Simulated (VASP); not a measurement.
# Pb (Fm-3m) in VASP: further runs, part 2 of 2

VASP 6.6.1.

### 4 Single point, PBE (volume scaled by 1.08)

Input file INCAR:

```
SYSTEM = Pb
PREC = Accurate
ENCUT = 520
EDIFF = 1E-6
ISMEAR = -1
SIGMA = 0.1
LREAL = .False.
LASPH = .True.
NELM = 100
ALGO = Normal
ISIF = 2
LWAVE = .False.
LCHARG = .True.
GGA = PE
LELF = .True.
LVHAR = .True.
NBANDS = 13
```

Input file KPOINTS:

```
regular mesh
0
Gamma
  18 18 18
  0 0 0
```

Input file POSCAR:

```
Pb
1.0
    0.0000000000      2.5830149050      2.5830149050
    2.5830149050      0.0000000000      2.5830149050
    2.5830149050      2.5830149050      0.0000000000
Pb
1
Direct
    0.0000000000      0.0000000000      0.0000000000
```

Potentials or basis: VASP PAW PBE potentials, release 64 (Pb_d).

Started as:

```bash
$ cat potpaw_PBE.64/Pb_d/POTCAR > POTCAR
$ mpirun -np 1 vasp_std > vasp.out
```

OUTCAR:

```text
SYSTEM = Pb
   PREC = Accurate
   ENCUT = 520
   EDIFF = 1E-6
   ISMEAR = -1
   LREAL = .False.
   LASPH = .True.
   NELM = 100
   ISIF = 2
   GGA = PE

 ion  position               nearest neighbor table
   1  0.000  0.000  0.000-

  LATTYP: Found a face centered cubic cell.
 ALAT       =     5.1660298100

  Lattice vectors:

 A1 = (   0.0000000000,   2.5830149050,   2.5830149050)
 A2 = (   2.5830149050,   0.0000000000,   2.5830149050)
 A3 = (   2.5830149050,   2.5830149050,   0.0000000000)

Analysis of symmetry for initial positions (statically):
=====================================================================
 Subroutine PRICEL returns:
 Original cell was already a primitive cell.

 Routine SETGRP: Setting up the symmetry group for a
 face centered cubic supercell.

 Subroutine GETGRP returns: Found 48 space group operations
 (whereof 48 operations were pure point group operations)
 out of a pool of 48 trial point group operations.

The static configuration has the point symmetry O_h .

Analysis of symmetry for dynamics (positions and initial velocities):
[... 165 lines left out ...]
      1     -11.0738      2.00000
      2     -11.0738      2.00000
      3     -11.0738      2.00000
      4     -10.9807      2.00000
      5     -10.9807      2.00000
      6      -5.0213      2.00000
      7      12.3765      0.00000
      8      12.3765      0.00000
      9      12.3765      0.00000
     10      15.5848      0.00000
     11      15.6814      0.00000
     12      17.5241      0.00000
     13      17.5241      0.00000
[... 354 lines left out ...]
  band No.  band energies     occupation
      1     -11.0744      2.00000
      2     -11.0471      2.00000
      3     -11.0459      2.00000
      4     -10.9711      2.00000
      5     -10.9475      2.00000
      6      -4.0227      2.00000
      7       6.7531      0.00071
      8      10.6569      0.00000
      9      11.9007      0.00000
     10      14.7402      0.00000
     11      16.4651      0.00000
     12      17.2501      0.00000
     13      18.5223      0.00000

 [... further k-points ...]

------------------------ aborting loop because EDIFF is reached ----------------------------------------

  FORCE on cell =-STRESS in cart. coord.  units (eV):
  Direction    XX          YY          ZZ          XY          YZ          ZX
  --------------------------------------------------------------------------------------
  -------------------------------------------------------------------------------------
  Total       -0.5292841     -0.5292841     -0.5292841      0.0000000     -0.0000000      0.0000000
  in kB      -24.6030336    -24.6030336    -24.6030336      0.0000000     -0.0000000      0.0000000
  external PRESSURE =     -24.6030336 kB  Pullay stress =       0.0000000 kB

 VOLUME and BASIS-vectors are now :
 -----------------------------------------------------------------------------
  energy-cutoff  :      520.00
  volume of cell :       34.47
      direct lattice vectors                 reciprocal lattice vectors
     0.000000000  2.583014905  2.583014905    -0.193572247  0.193572247  0.193572247
     2.583014905  0.000000000  2.583014905     0.193572247 -0.193572247  0.193572247
     2.583014905  2.583014905  0.000000000     0.193572247  0.193572247 -0.193572247

 POSITION                                       TOTAL-FORCE (eV/Angst)
 -----------------------------------------------------------------------------------
      0.00000      0.00000      0.00000         0.000000      0.000000      0.000000
 -----------------------------------------------------------------------------------
    total drift:                               -0.000000     -0.000000     -0.000000

  FREE ENERGIE OF THE ION-ELECTRON SYSTEM (eV)
  ---------------------------------------------------
  free  energy   TOTEN  =        -3.5523249318 eV

  energy  without entropy=       -3.5321621661  energy(sigma->0) =       -3.54224355
```

OSZICAR:

```text
N       E                     dE             d eps       ncg     rms          rms(c)
DAV:   1     0.107205582266E+03    0.10721E+03   -0.71209E+03  5108   0.121E+03
DAV:   2     0.182311023678E+01   -0.10538E+03   -0.10222E+03  5275   0.304E+02
DAV:   3    -0.342966774205E+01   -0.52528E+01   -0.52371E+01  6259   0.734E+01
DAV:   4    -0.355427758931E+01   -0.12461E+00   -0.12458E+00  6249   0.125E+01
DAV:   5    -0.355993475507E+01   -0.56572E-02   -0.56570E-02  7054   0.246E+00    0.434E-01
DAV:   6    -0.355336201534E+01    0.65727E-02   -0.11539E-02  6621   0.174E+00    0.234E-01
DAV:   7    -0.355224651762E+01    0.11155E-02   -0.52632E-03  6595   0.110E+00    0.923E-02
DAV:   8    -0.355232523004E+01   -0.78712E-04   -0.45187E-04  6353   0.339E-01    0.114E-02
DAV:   9    -0.355232475054E+01    0.47950E-06   -0.12564E-05  6749   0.591E-02    0.478E-03
DAV:  10    -0.355232493178E+01   -0.18124E-06   -0.18959E-06  5949   0.179E-02
   1 F= -.35523249E+01 E0= -.35422435E+01  d E =-.201628E-01
```

stdout:

```text
POSCAR found type information on POSCAR Pb
 POSCAR found :  1 types and       1 ions
 scaLAPACK will be used
 LDA part: xc-table for (Slater+PW92), standard interpolation
 POSCAR, INCAR and KPOINTS ok, starting setup
 FFT: planning ... GRIDC
 FFT: planning ... GRID_SOFT
 FFT: planning ... GRID
 WAVECAR not read
 entering main loop
```

Wall time 50 s (1 thread of Intel Xeon 6975P-C, shared host); peak memory 0.22 GiB.

Results:

- Free energy: -3.5523 eV
- Pressure: -2.5 GPa
- Band gap on the k mesh: zero (band 7 reaches 12.38 eV, above the bottom of band 8 at 4.65 eV)

Levels at points of the mesh, in eV from the Fermi level:
```tsv
k point	band 3	band 4	band 5	band 6	band 7	band 8	band 9	band 10	band 11	band 12
(0.00, 0.00, 0.00)	-17.03	-16.94	-16.94	-10.98	6.42	6.42	6.42	9.63	9.72	11.56
(0.50, 0.00, 0.00)	-17.03	-16.85	-16.85	-8.05	-3.63	4.87	4.87	8.37	9.10	10.45
(0.50, 0.50, 0.00)	-16.86	-16.82	-16.82	-6.93	-2.82	1.88	1.88	5.01	6.25	17.51
```

Caveat: spin-orbit coupling is left out, which moves the levels of the heavy elements.

### 5 Single point, PBE (volume scaled by 1.12)

Input file INCAR:

```
ALGO = Normal
EDIFF = 1E-7
ENCUT = 520
GGA = PE
ISIF = 2
ISMEAR = -1
LASPH = T
LCHARG = F
LREAL = F
LWAVE = F
NBANDS = 13
NELM = 80
PREC = Accurate
SIGMA = 0.1
```

Input file KPOINTS:

```
k-points
0
Gamma
  18 18 18
```

Input file POSCAR:

```
Pb
1.0
    0.0000000000      2.6145181916      2.6145181916
    2.6145181916      0.0000000000      2.6145181916
    2.6145181916      2.6145181916      0.0000000000
Pb
1
Direct
    0.0000000000      0.0000000000      0.0000000000
```

Potentials or basis: VASP PAW PBE potentials, release 64 (Pb_d).

Started as:

```bash
$ cat potpaw_PBE.64/Pb_d/POTCAR > POTCAR
$ mpirun -np 1 vasp_std > vasp.out
```

OUTCAR:

```text
EDIFF = 1E-7
   ENCUT = 520
   GGA = PE
   ISIF = 2
   ISMEAR = -1
   LASPH = T
   LREAL = F
   NELM = 80
   PREC = Accurate

 ion  position               nearest neighbor table
   1  0.000  0.000  0.000-

  LATTYP: Found a face centered cubic cell.
 ALAT       =     5.2290363832

  Lattice vectors:

 A1 = (   0.0000000000,   2.6145181916,   2.6145181916)
 A2 = (   2.6145181916,   0.0000000000,   2.6145181916)
 A3 = (   2.6145181916,   2.6145181916,   0.0000000000)

[... 560 lines left out ...]
     13      17.8688      0.00000

 [... further k-points ...]

------------------------ aborting loop because EDIFF is reached ----------------------------------------

  FORCE on cell =-STRESS in cart. coord.  units (eV):
  Direction    XX          YY          ZZ          XY          YZ          ZX
  --------------------------------------------------------------------------------------
  -------------------------------------------------------------------------------------
  Total       -0.7530373     -0.7530373     -0.7530373      0.0000000      0.0000000     -0.0000000
  in kB      -33.7537554    -33.7537554    -33.7537554      0.0000000      0.0000000     -0.0000000
  external PRESSURE =     -33.7537554 kB  Pullay stress =       0.0000000 kB

 VOLUME and BASIS-vectors are now :
 -----------------------------------------------------------------------------
  energy-cutoff  :      520.00
  volume of cell :       35.74
      direct lattice vectors                 reciprocal lattice vectors
     0.000000000  2.614518192  2.614518192    -0.191239824  0.191239824  0.191239824
     2.614518192  0.000000000  2.614518192     0.191239824 -0.191239824  0.191239824
     2.614518192  2.614518192  0.000000000     0.191239824  0.191239824 -0.191239824

 POSITION                                       TOTAL-FORCE (eV/Angst)
 -----------------------------------------------------------------------------------
      0.00000      0.00000      0.00000         0.000000      0.000000      0.000000
 -----------------------------------------------------------------------------------
    total drift:                               -0.000000     -0.000000     -0.000000

  FREE ENERGIE OF THE ION-ELECTRON SYSTEM (eV)
  ---------------------------------------------------
  free  energy   TOTEN  =        -3.5295276016 eV

  energy  without entropy=       -3.5092251768  energy(sigma->0) =       -3.51937639
```

OSZICAR:

```text
N       E                     dE             d eps       ncg     rms          rms(c)
DAV:   1     0.107926587466E+03    0.10793E+03   -0.70454E+03  5108   0.118E+03
DAV:   2     0.193440107138E+01   -0.10599E+03   -0.10306E+03  5260   0.305E+02
DAV:   3    -0.339949583909E+01   -0.53339E+01   -0.53105E+01  6391   0.738E+01
DAV:   4    -0.353024345377E+01   -0.13075E+00   -0.13072E+00  6287   0.129E+01
DAV:   5    -0.353627871445E+01   -0.60353E-02   -0.60350E-02  7011   0.253E+00    0.417E-01
DAV:   6    -0.353029347987E+01    0.59852E-02   -0.11501E-02  6669   0.168E+00    0.232E-01
DAV:   7    -0.352941799068E+01    0.87549E-03   -0.53661E-03  6615   0.109E+00    0.937E-02
DAV:   8    -0.352952747814E+01   -0.10949E-03   -0.49220E-04  6380   0.358E-01    0.127E-02
DAV:   9    -0.352952699027E+01    0.48787E-06   -0.15067E-05  6475   0.664E-02    0.520E-03
DAV:  10    -0.352952759496E+01   -0.60469E-06   -0.25929E-06  6380   0.219E-02    0.323E-04
DAV:  11    -0.352952760164E+01   -0.66798E-08   -0.66276E-08  4185   0.299E-03
   1 F= -.35295276E+01 E0= -.35193764E+01  d E =-.203024E-01
```

stdout:

```text
POSCAR found type information on POSCAR Pb
 POSCAR found :  1 types and       1 ions
 scaLAPACK will be used
 LDA part: xc-table for (Slater+PW92), standard interpolation
 POSCAR, INCAR and KPOINTS ok, starting setup
 FFT: planning ... GRIDC
 FFT: planning ... GRID_SOFT
 FFT: planning ... GRID
 WAVECAR not read
 entering main loop
```

Run time: 59 s. Hardware: 1 thread of Intel Xeon 6975P-C, shared host; peak memory 0.22 GiB.

Results:

```yaml
Free_energy: -3.5295 eV
Pressure: -3.4 GPa
Band_gap_on_the_k_mesh: zero (band 7 reaches 11.76 eV, above the bottom of band 8 at 4.36 eV)
```

Levels at points of the mesh, in eV from the Fermi level:
```
           k point  band 3  band 4  band 5  band 6  band 7  band 8  band 9  band 10  band 11  band 12
(0.00, 0.00, 0.00)  -17.02  -16.94  -16.94  -10.78    6.16    6.16    6.16     9.30     9.59    11.33
(0.50, 0.00, 0.00)  -17.01  -16.86  -16.86   -8.02   -3.47    4.69    4.69     8.10     9.06    10.26
(0.50, 0.50, 0.00)  -16.86  -16.83  -16.83   -6.98   -2.69    1.84    1.84     4.93     6.16    17.31
```

Caveat: spin-orbit coupling is left out, which moves the levels of the heavy elements.

### 6 Single point, PBE, non-collinear spin, zero start, spin-orbit coupling

Input file INCAR:

```
PREC = Accurate
ENCUT = 520
EDIFF = 1E-6
ISMEAR = -1
SIGMA = 0.1
LREAL = F
LASPH = T
NELM = 150
ALGO = Normal
ISIF = 2
LWAVE = F
LCHARG = T
MAGMOM = 0 0 0
LORBIT = 11
LSORBIT = T
GGA_COMPAT = F
LORBMOM = T
GGA = PE
LVHAR = T
NBANDS = 25
```

Input file KPOINTS:

```
regular mesh
0
Gamma
  11 11 11
```

Input file POSCAR:

```
Pb
1.0
    0.0000000000      2.5175938001      2.5175938001
    2.5175938001      0.0000000000      2.5175938001
    2.5175938001      2.5175938001      0.0000000000
Pb
1
Direct
    0.0000000000      0.0000000000      0.0000000000
```

Potentials or basis: VASP PAW PBE potentials, release 64 (Pb_d).

Started as:

```bash
$ cat potpaw_PBE.64/Pb_d/POTCAR > POTCAR
$ mpirun -np 1 vasp_ncl > vasp.out
```

OUTCAR:

```text
PREC = Accurate
   ENCUT = 520
   EDIFF = 1E-6
   ISMEAR = -1
   LREAL = F
   LASPH = T
   NELM = 150
   ISIF = 2
   LORBIT = 11
   LSORBIT = T
   GGA = PE

 ion  position               nearest neighbor table
   1  0.000  0.000  0.000-

  LATTYP: Found a face centered cubic cell.
 ALAT       =     5.0351876002

  Lattice vectors:

 A1 = (   0.0000000000,   2.5175938001,   2.5175938001)
 A2 = (   2.5175938001,   0.0000000000,   2.5175938001)
 A3 = (   2.5175938001,   2.5175938001,   0.0000000000)

Analysis of symmetry for initial positions (statically):
=====================================================================
 Subroutine PRICEL returns:
 Original cell was already a primitive cell.

 Routine SETGRP: Setting up the symmetry group for a
[... 916 lines left out ...]
            0.000   0.000   0.000

 Spin-Orbit-Coupling matrix elements

 Ion:    1  E_soc:     -1.1387469
 l=   1
     0.0000000    -0.1223505    -0.1223505
    -0.1223505     0.0000000    -0.1223505
    -0.1223505    -0.1223505     0.0000000
 l=   2
     0.0000000    -0.0135633     0.0000000    -0.0135633    -0.0538773
    -0.0135633     0.0000000    -0.0404080    -0.0135633    -0.0134693
     0.0000000    -0.0404080     0.0000000    -0.0404080     0.0000000
    -0.0135633    -0.0135633    -0.0404080     0.0000000    -0.0134693
    -0.0538773    -0.0134693     0.0000000    -0.0134693     0.0000000
 l=   3
     0.0000000     0.0000000     0.0000000     0.0000000     0.0000000     0.0000000     0.0000000
     0.0000000     0.0000000     0.0000000     0.0000000     0.0000000     0.0000000     0.0000000
     0.0000000     0.0000000     0.0000000     0.0000000     0.0000000     0.0000000     0.0000000
     0.0000000     0.0000000     0.0000000     0.0000000     0.0000000     0.0000000     0.0000000
     0.0000000     0.0000000     0.0000000     0.0000000     0.0000000     0.0000000     0.0000000
     0.0000000     0.0000000     0.0000000     0.0000000     0.0000000     0.0000000     0.0000000
     0.0000000     0.0000000     0.0000000     0.0000000     0.0000000     0.0000000     0.0000000

 total charge

# of ion       s       p       d       tot
------------------------------------------
    1        1.398   0.740   9.808  11.946

 magnetization (x)

# of ion       s       p       d       tot
------------------------------------------
    1       -0.000  -0.000   0.000  -0.000

 magnetization (y)

# of ion       s       p       d       tot
------------------------------------------
    1        0.000  -0.000   0.000  -0.000

 magnetization (z)

# of ion       s       p       d       tot
------------------------------------------
    1        0.000   0.000   0.000   0.000
```

OSZICAR:

```text
N       E                     dE             d eps       ncg     rms          rms(c)
DAV:   1     0.149441639729E+03    0.14944E+03   -0.66730E+03  2800   0.132E+03
DAV:   2     0.746415777548E+01   -0.14198E+03   -0.13650E+03  2833   0.360E+02
DAV:   3    -0.371011356255E+01   -0.11174E+02   -0.11056E+02  3483   0.124E+02
DAV:   4    -0.409870672726E+01   -0.38859E+00   -0.38817E+00  3611   0.247E+01
DAV:   5    -0.411983925238E+01   -0.21133E-01   -0.21131E-01  4319   0.519E+00    0.465E-01
DAV:   6    -0.411452078227E+01    0.53185E-02   -0.89536E-03  3874   0.159E+00    0.225E-01
DAV:   7    -0.411298105193E+01    0.15397E-02   -0.27619E-03  4051   0.828E-01    0.192E-01
DAV:   8    -0.411290395367E+01    0.77098E-04   -0.11779E-04  3858   0.126E-01    0.358E-02
DAV:   9    -0.411288263865E+01    0.21315E-04   -0.71111E-05  3585   0.148E-01    0.425E-03
DAV:  10    -0.411287936392E+01    0.32747E-05   -0.98053E-07  3057   0.164E-02    0.184E-03
DAV:  11    -0.411287791241E+01    0.14515E-05   -0.20332E-07  2394   0.690E-03    0.193E-04
DAV:  12    -0.411287782134E+01    0.91075E-07   -0.46434E-08  2269   0.342E-03
   1 F= -.41128778E+01 E0= -.41036658E+01  d E =-.184240E-01  mag=    -0.0000    -0.0000     0.0000
```

stdout:

```text
POSCAR found type information on POSCAR Pb
 POSCAR found :  1 types and       1 ions
 scaLAPACK will be used
 LDA part: xc-table for (Slater+PW92), standard interpolation
 POSCAR, INCAR and KPOINTS ok, starting setup
 FFT: planning ... GRIDC
 FFT: planning ... GRID_SOFT
 FFT: planning ... GRID
 WAVECAR not read
 entering main loop
```

It took 1.7 min on 1 thread of Intel Xeon 6975P-C, shared host; peak memory 0.27 GiB.

What came out:

```
Free energy                                           : -4.1129 eV
Pressure                                              : 0.2 GPa
Net moment                                            : 0.00 μB per cell
Valence electrons inside the program's atomic spheres : Pb 11.95
```

Moments on the atoms (μB; x, y, z):
```
Pb  0.00 0.00 0.00
```

### 7 Overview

```tsv
spin	cell	k mesh	gap on the mesh (eV)	pressure (GPa)
off	a = 3.560 Å, angles 60.0°, 1 atom	18 × 18 × 18	none	0.1
off	a = 3.607 Å, angles 60.0°, 1 atom	18 × 18 × 18	none	-1.3
off	a = 3.653 Å, angles 60.0°, 1 atom	18 × 18 × 18	none	-2.5
off	a = 3.697 Å, angles 60.0°, 1 atom	18 × 18 × 18	none	-3.4
non-collinear, zero start, SOC	a = 3.560 Å, angles 60.0°, 1 atom	11 × 11 × 11	-	0.2
```

Alike in all rows: task single point; level PBE; potentials or basis VASP PAW PBE potentials, release 64 (Pb_d); cutoff (eV) 520; smearing fermi-dirac 0.1 eV.

Caveats: spin-orbit coupling is left out, which moves the levels of the heavy elements (some runs).

Absolute energies hang on the potentials; compare differences alone.
